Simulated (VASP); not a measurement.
Set up this calculation in VASP 6.6.1, as the native input.

```yaml
Task: single point
Functional: PBE
Dispersion: D3(BJ)
Potentials_or_basis: VASP PAW PBE potentials, release 64 (S, Au)
Cutoff: 520 eV
k_mesh: 12 × 12 × 6
Occupations: gaussian, width 0.1 eV
Spin: no spin polarisation
Dipole_correction: no
Further_INCAR_settings: ALGO = Normal; EDIFF = 1e-06; NBANDS = 28
```

The structure of Au2S3 lies in POSCAR:

```
Au2S3
1.0
    3.6743700307      0.0000000000      0.0000000000
   -1.8371850154      3.1820977895      0.0000000000
    0.0000000000      0.0000000000      8.0107910294
S Au
3 2
Direct
    0.0000000000      0.0000000000      0.0000000000
    0.3333333333      0.6666666667      0.3462355149
    0.6666666667      0.3333333333      0.6537644851
    0.6666666667      0.3333333333      0.1934278638
    0.3333333333      0.6666666667      0.8065721362
```

One way to write it, as run:

INCAR

```
  ALGO = Normal
  EDIFF = 1E-6
  ENCUT = 520
  GGA = PE
  ISIF = 2
  ISMEAR = 0
  IVDW = 12
  LASPH = T
  LCHARG = F
  LREAL = F
  LWAVE = F
  NBANDS = 28
  NELM = 100
  PREC = Accurate
  SIGMA = 0.1
```

KPOINTS

```
k-points
0
Gamma
  12 12 6
```

Potentials or basis: VASP PAW PBE potentials, release 64 (S, Au).

Command:

```sh
$ cat potpaw_PBE.64/S/POTCAR potpaw_PBE.64/Au/POTCAR > POTCAR
$ mpirun -np 1 vasp_std > vasp.out
```

It gave:

```yaml
Pressure: -0.3 GPa
Largest_force: 0.032 eV/Å
Band_gap_on_the_k_mesh: zero (bands 20 and 21 overlap by 1.33 eV)
Dispersion_energy_per_atom: -0.429 eV
```

Caveat: spin-orbit coupling is left out, which moves the levels of the heavy elements.

It took 7 min on 1 thread of Intel Xeon 8259CL, on a shared host, peak memory 0.36 GiB.
